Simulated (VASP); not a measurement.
Write the native input for VASP 6.6.1 that does the following.

```
Task                   : relaxation of cell and atoms
Functional             : LDA
Potentials or basis    : VASP PAW LDA potentials, release 64 (Zr_sv, H)
Cutoff                 : 600 eV
k mesh                 : 11 × 11 × 12
Occupations            : fermi-dirac, width 0.1 eV
Spin                   : no spin polarisation
Dipole correction      : no
Further INCAR settings : ALGO = Normal; EDIFF = 1e-06; IBRION = 2; EDIFFG = -0.01; NSW = 80; ISIF = 3
```

The structure of ZrH2 lies in POSCAR:

```
ZrH2
1.0
    4.0301595041      0.0000000000      0.0000000000
    0.0000000000      4.0301595041      0.0000000000
    0.0000000000      0.0000000000      3.5132146645
Zr H
2 4
Direct
    0.0000000000      0.0000000000      0.0000000000
    0.5000000000      0.5000000000      0.5000000000
    0.3390902770      0.3390902770      0.0000000000
    0.1609097230      0.8390902770      0.5000000000
    0.6609097230      0.6609097230      0.0000000000
    0.8390902770      0.1609097230      0.5000000000
```

One way to write it, as run:

INCAR

```
PREC     = Accurate       # precision mode
ENCUT    = 600            # plane-wave cutoff, eV
EDIFF    = 1E-6           # SCF threshold, eV
ISMEAR   = -1             # smearing method
SIGMA    = 0.1            # smearing width, eV
LREAL    = F              # projectors in reciprocal space
LASPH    = T              # aspherical terms in the spheres
NELM     = 60             # most SCF steps
ALGO     = Normal         # electronic algorithm
ISIF     = 3              # what is computed and relaxed
LWAVE    = F              # write WAVECAR
LCHARG   = F              # write CHGCAR
IBRION   = 2              # ionic algorithm
NSW      = 80             # ionic steps
EDIFFG   = -0.01          # ionic threshold
```

KPOINTS

```
Automatic mesh
0
Gamma
  11 11 12
```

Potentials or basis: VASP PAW LDA potentials, release 64 (Zr_sv, H).

Command:

```bash
$ cat potpaw_LDA.64/Zr_sv/POTCAR potpaw_LDA.64/H/POTCAR > POTCAR
$ mpirun -np 1 vasp_std > vasp.out
```

It gave:

* Relaxed volume: 9.53 Å³/atom
* Relaxed cell: a = 4.032 Å, b = 4.032 Å, c = 3.517 Å, α = 90.00°, β = 90.00°, γ = 90.00°
* Space group after relaxing (to 0.1 Å): P4_2/mnm (No. 136)
* Energy gained by relaxing: 0.0 meV/atom
* Ionic steps: 2
* Pressure after relaxing: 0.0 GPa
* Largest force after relaxing: 0.004 eV/Å
* Band gap on the k mesh: zero (bands 14 and 15 overlap by 0.60 eV)

It took 110 s on 1 thread of Intel(R) Xeon(R) 6975P-C (Granite Rapids), with other jobs on the host, peak memory 0.28 GiB.
